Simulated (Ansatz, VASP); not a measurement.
**Two plane-wave programs on CaB2**

Contents of INCAR:

```
SYSTEM = CaB2
ALGO = Normal ; EDIFF = 1E-6
ENCUT = 520 ; GGA = PE
ISIF = 2 ; ISMEAR = 0
LASPH = .True. ; LCHARG = .False.
LREAL = .False. ; LWAVE = .False.
NBANDS = 15 ; NELM = 80
PREC = Accurate ; SIGMA = 0.15
```

KPOINTS

```
k-points
0
Gamma
  12 12 8
  0 0 0
```

Contents of POSCAR:

```
CaB2
1.0
    3.2191851560      0.0000000000      0.0000000000
   -1.6095925780      2.7878961246      0.0000000000
    0.0000000000      0.0000000000      4.0715212130
Ca B
1 2
Direct
    0.0156072589      0.0629257349      0.0684758734
    0.3255297039      0.6352037992      0.4657620633
    0.6588630372      0.3018704659      0.4657620633
```

Input for Ansatz:

```yaml
crystal:
  lattice:
    - [3.219185156, 0.0, 0.0]
    - [-1.609592578, 2.7878961246, 0.0]
    - [0.0, 0.0, 4.071521213]
  atoms:
    - { symbol: Ca, position: [0.0156072589, 0.0629257349, 0.0684758734] }
    - { symbol: B, position: [0.3255297039, 0.6352037992, 0.4657620633] }
    - { symbol: B, position: [0.6588630372, 0.3018704659, 0.4657620633] }
basis:
  ecutwfc: 420
kpoints:
  mp_grid: { grid: [12, 12, 8] }
hamiltonian:
  xc: pbe
scf:
  occupations: { method: gaussian, width: 0.15 }
output:
  forces: true
  stress: true
  eigenvalues: true
```

Change from the starting cell: all B atoms moved 0.5 Å in one direction.

Alike in both runs: task single point; functional PBE; k mesh 12 × 12 × 8; occupations gaussian, width 0.15 eV; no spin polarisation.

|  | VASP | Ansatz |
| --- | --- | --- |
| version | VASP 6.6.1 | Ansatz 0.2.0 |
| potentials or method | VASP PAW PBE potentials, release 64 (Ca_sv, B), cutoff 520 eV | scalar-relativistic, plane waves, PAW |
| valence electrons in the cell | 16 | 16 |

Ansatz gave:

```
gap on the k mesh at the Fermi level (eV)                     : none
pressure (GPa)                                                : 10.2
traceless stress, the component that is largest in VASP (GPa) : 10.22
rms of the force components (eV/Å)                            : 1.743
```

Question: Estimate VASP's values.

Answer: gap on the k mesh at the Fermi level (eV): none; pressure (GPa): 10.6; traceless stress, the component that is largest in VASP (GPa): 10.30; rms of the force components (eV/Å): 1.766.

Atom by atom the forces differ by 0.023 eV/Å (rms over components). A gap of «none» marks a metal or a gap that the smearing closes.
